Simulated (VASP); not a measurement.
A run of VASP 6.6.1 is set up as follows.

Contents of INCAR:

```
SYSTEM = TiW
PREC     = Accurate       ! precision mode
ENCUT    = 520            ! plane-wave cutoff, eV
EDIFF    = 1E-7           ! SCF threshold, eV
ISMEAR   = 0              ! smearing method
SIGMA    = 0.15           ! smearing width, eV
LREAL    = .False.        ! projectors in reciprocal space
LASPH    = .True.         ! aspherical terms in the spheres
NELM     = 100            ! most SCF steps
ALGO     = Fast           ! electronic algorithm
ISIF     = 2              ! what is computed and relaxed
LWAVE    = .False.        ! write WAVECAR
LCHARG   = .False.        ! write CHGCAR
NBANDS   = 20             ! bands
```

The input KPOINTS:

```
Automatic mesh
0
Gamma
  18 18 12
  0 0 0
```

The input POSCAR:

```
TiW
1.0
    1.5937252200     -2.2546343387      0.0000000000
    1.5937252200      2.2546343387      0.0000000000
    0.0000000000      0.0000000000      4.4681168022
Ti W
1 1
Direct
    0.0000000000      0.0000000000      0.0000000000
    0.5000000000      0.5000000000      0.5000000000
```

Potentials or basis: VASP PAW LDA potentials, release 64 (Ti_sv, W_sv).

Launch:

```sh
$ cat potpaw_LDA.64/Ti_sv/POTCAR potpaw_LDA.64/W_sv/POTCAR > POTCAR
$ mpirun -np 1 vasp_std > vasp.out
```

Task: Predict the band gap on the k mesh.

Result: Zero (bands 13 and 14 overlap by 2.45 eV).

Task: Estimate the pressure.

Result: -9.7 GPa.

Stress tensor (GPa, compression positive):
```
-10.70   0.00   0.00
  0.00  -8.42   0.00
  0.00   0.00 -10.02
```

Caveat: the cell stands under tension; spin-orbit coupling is left out, which moves the levels of the heavy elements.
